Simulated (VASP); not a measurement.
Write the native input for VASP 6.6.1 that does the following.

- Task: single point
- Functional: r2SCAN
- Potentials or basis: VASP PAW PBE potentials, release 64 (Pb_d, Se)
- Cutoff: 520 eV
- k mesh: 4 × 4 × 4
- Occupations: fermi-dirac, width 0.05 eV
- Spin: no spin polarisation
- Dipole correction: no
- Further INCAR settings: ALGO = Normal; EDIFF = 1e-06; NBANDS = 17

Crystal: PbSe.

```
Pb Se
1.0
     0.00000    3.06065    3.06065
     3.06065    0.00000    3.06065
     3.06065    3.06065    0.00000
Pb Se
1 1
Direct
  0.00000 0.00000 0.00000
  0.50000 0.50000 0.50000
```

These files were run (other wordings do the same):

POSCAR

```
PbSe
1.0
    0.0000000000      3.0606500000      3.0606500000
    3.0606500000      0.0000000000      3.0606500000
    3.0606500000      3.0606500000      0.0000000000
Pb Se
1 1
Direct
    0.0000000000      0.0000000000      0.0000000000
    0.5000000000      0.5000000000      0.5000000000
```

INCAR.step1

```
  PREC = Accurate
  ENCUT = 520
  ISMEAR = -1
  SIGMA = 0.05
  LREAL = F
  LASPH = T
  NELM = 100
  NBANDS = 17
  GGA = PE
  ALGO = Normal
  EDIFF = 1E-4
  LWAVE = T
  LCHARG = F
```

INCAR.step2

```
  PREC = Accurate
  ENCUT = 520
  EDIFF = 1E-6
  ISMEAR = -1
  SIGMA = 0.05
  LREAL = F
  LASPH = T
  NELM = 100
  ALGO = Normal
  ISIF = 2
  LWAVE = F
  LCHARG = F
  METAGGA = R2SCAN
  LMIXTAU = T
  NBANDS = 17
  ISTART = 1
```

KPOINTS

```
regular mesh
0
Gamma
  4 4 4
```

Potentials or basis: VASP PAW PBE potentials, release 64 (Pb_d, Se).

The run is started by

```sh
$ cat potpaw_PBE.64/Pb_d/POTCAR potpaw_PBE.64/Se/POTCAR > POTCAR
$ cp INCAR.step1 INCAR
$ mpirun -np 1 vasp_std > vasp.out
$ cp INCAR.step2 INCAR
$ mpirun -np 1 vasp_std > vasp.out
```

Results of the run:

```yaml
Pressure: 1.6 GPa
Band_gap_on_the_k_mesh: 0.58 eV
```

Caveat: the k points lie up to 0.44 Å⁻¹ apart; the PAW data sets were made with another functional, which shifts forces and pressure a little; spin-orbit coupling is left out, which moves the levels of the heavy elements.

Run time: 28 s on 1 thread of Intel(R) Xeon(R) Platinum 8488C (Sapphire Rapids), with other jobs on the host, peak memory 0.18 GiB.
